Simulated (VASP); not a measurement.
Write the native input for VASP 6.6.1 that does the following.

```
Task                   : relaxation of cell and atoms
Functional             : r2SCAN
Potentials or basis    : VASP PAW PBE potentials, release 64 (Mo_sv)
Cutoff                 : 600 eV
k mesh                 : 6 × 6 × 6
Occupations            : gaussian, width 0.1 eV
Spin                   : no spin polarisation
Dipole correction      : no
Further INCAR settings : ALGO = Normal; EDIFF = 1e-07; IBRION = 2; EDIFFG = -0.04; NSW = 90; ISIF = 3
```

Mo:

```
Mo
1.0
     0.00000    2.62826    2.62826
     2.62826    0.00000    2.62826
     2.62826    2.62826    0.00000
Mo
2
Direct
  0.50000 0.50000 0.50000
  0.75000 0.75000 0.75000
```

One way to write it, as run:

POSCAR

```
Mo
1.0
    0.0000000000      2.6282640351      2.6282640351
    2.6282640351      0.0000000000      2.6282640351
    2.6282640351      2.6282640351      0.0000000000
Mo
2
Direct
    0.5000000000      0.5000000000      0.5000000000
    0.7500000000      0.7500000000      0.7500000000
```

INCAR.step1

```
SYSTEM = Mo
  ALGO = Normal
  EDIFF = 1E-4
  ENCUT = 600
  GGA = PE
  ISMEAR = 0
  LASPH = .True.
  LCHARG = .False.
  LREAL = .False.
  LWAVE = .True.
  NELM = 80
  PREC = Accurate
  SIGMA = 0.1
```

INCAR.step2

```
SYSTEM = Mo
  ALGO = Normal
  EDIFF = 1E-7
  EDIFFG = -0.04
  ENCUT = 600
  IBRION = 2
  ISIF = 3
  ISMEAR = 0
  ISTART = 1
  LASPH = .True.
  LCHARG = .False.
  LMIXTAU = .True.
  LREAL = .False.
  LWAVE = .False.
  METAGGA = R2SCAN
  NELM = 80
  NSW = 90
  PREC = Accurate
  SIGMA = 0.1
```

KPOINTS

```
k-points
0
Gamma
  6 6 6
  0 0 0
```

Potentials or basis: VASP PAW PBE potentials, release 64 (Mo_sv).

Command:

```bash
$ cat potpaw_PBE.64/Mo_sv/POTCAR > POTCAR
$ cp INCAR.step1 INCAR
$ mpirun -np 1 vasp_std > vasp.out
$ cp INCAR.step2 INCAR
$ mpirun -np 1 vasp_std > vasp.out
```

Results of the run:

* Relaxed volume: 22.63 Å³/atom
* Relaxed cell: a = 4.000 Å, b = 4.000 Å, c = 4.000 Å, α = 60.00°, β = 60.00°, γ = 60.00°
* Space group after relaxing (to 0.05 Å): Fd-3m (No. 227)
* Energy gained by relaxing: 460.4 meV/atom
* Ionic steps: 5
* Pressure after relaxing: 0.0 GPa
* Band gap on the k mesh: zero (band 14 reaches 7.21 eV, above the bottom of band 15 at 6.96 eV)

Caveat: the volume moved by over 15 % at a fixed basis, so the end points are rough; the PAW data sets were made with another functional, which shifts forces and pressure a little.

Run time: 2.6 min on 1 thread of AMD EPYC 9R45 (Zen 5), on a shared host, peak memory 0.15 GiB.
